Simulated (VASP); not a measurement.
A run of VASP 6.6.1 is set up as follows.

File INCAR:

```
  ALGO = Normal
  EDIFF = 1E-6
  ENCUT = 520
  GGA = PS
  ISIF = 2
  ISMEAR = -1
  LASPH = T
  LCHARG = T
  LELF = T
  LREAL = F
  LVHAR = T
  LWAVE = F
  NBANDS = 11
  NELM = 60
  PREC = Accurate
  SIGMA = 0.05
```

The input KPOINTS:

```
k-points
0
Gamma
  13 13 9
```

POSCAR

```
BN
1.0
    2.4912079273      0.0000000000      0.0000000000
   -1.2383433262      2.1616250238      0.0000000000
   -0.6264323005     -1.0808125118      3.0022538854
N B
1 1
Direct
    0.6685060000      0.3323850000      0.9849990000
    0.9796430000      0.9834990000      0.0018060000
```

Potentials or basis: VASP PAW PBE potentials, release 64 (N, B).

Run with:

```sh
$ cat potpaw_PBE.64/N/POTCAR potpaw_PBE.64/B/POTCAR > POTCAR
$ mpirun -np 1 vasp_std > vasp.out
```

Problem. Estimate the band gap on the k mesh.

Solution. 2.69 eV, indirect (least direct gap 4.51 eV).

Problem. Estimate the largest force.

Solution. 2.865 eV/Å.

Problem. Predict the pressure.

Solution. 7.6 GPa.

Forces on the atoms (eV/Å):
```
N   -1.750 -2.196  0.569
B    1.750  2.196 -0.569
```

Caveat: the PAW data sets were made with another functional, which shifts forces and pressure a little. A k mesh can miss the band edges.
